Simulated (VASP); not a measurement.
Write the native input for VASP 6.6.1 that does the following.

| Property | Result |
| --- | --- |
| Task | relaxation of cell and atoms |
| Functional | PBE |
| Potentials or basis | VASP PAW PBE potentials, release 64 (Be, S) |
| Cutoff | 600 eV |
| k mesh | 10 × 10 × 10 |
| Occupations | gaussian, width 0.02 eV |
| Spin | no spin polarisation |
| Dipole correction | no |
| Further INCAR settings | ALGO = Normal; EDIFF = 1e-06; IBRION = 2; EDIFFG = -0.01; NSW = 100; ISIF = 3 |

The structure of BeS lies in POSCAR:

```
BeS
1.0
    0.0000000000      2.3294821300      2.3294821300
    2.3294821300      0.0000000000      2.3294821300
    2.3294821300      2.3294821300      0.0000000000
Be S
1 1
Direct
    0.5000000000      0.5000000000      0.5000000000
    0.0000000000      0.0000000000      0.0000000000
```

The input as run:

INCAR

```
SYSTEM = BeS
ALGO = Normal ; EDIFF = 1E-6
EDIFFG = -0.01 ; ENCUT = 600
GGA = PE ; IBRION = 2
ISIF = 3 ; ISMEAR = 0
LASPH = .TRUE. ; LCHARG = .FALSE.
LREAL = .FALSE. ; LWAVE = .FALSE.
NELM = 80 ; NSW = 100
PREC = Accurate ; SIGMA = 0.02
```

KPOINTS

```
k-points
0
G
  10 10 10
  0 0 0
```

Potentials or basis: VASP PAW PBE potentials, release 64 (Be, S).

Launch:

```console
$ cat potpaw_PBE.64/Be/POTCAR potpaw_PBE.64/S/POTCAR > POTCAR
$ mpirun -np 1 vasp_std > vasp.out
```

It gave:

```yaml
Relaxed_volume: 12.40 Å³/atom
Relaxed_cell: a = 3.273 Å, b = 3.273 Å, c = 3.273 Å, α = 60.00°, β = 60.00°, γ = 60.00°
Space_group_after_relaxing_to_0.05_Å: Fm-3m (No. 225)
Energy_gained_by_relaxing: 1.6 meV/atom
Ionic_steps: 3
Pressure_after_relaxing: 0.0 GPa
Band_gap_on_the_k_mesh: 1.03 eV, indirect (least direct gap 4.17 eV)
```

Wall time 11 s on 1 thread of Intel(R) Xeon(R) 6975P-C (Granite Rapids), on a shared host, peak memory 0.15 GiB.
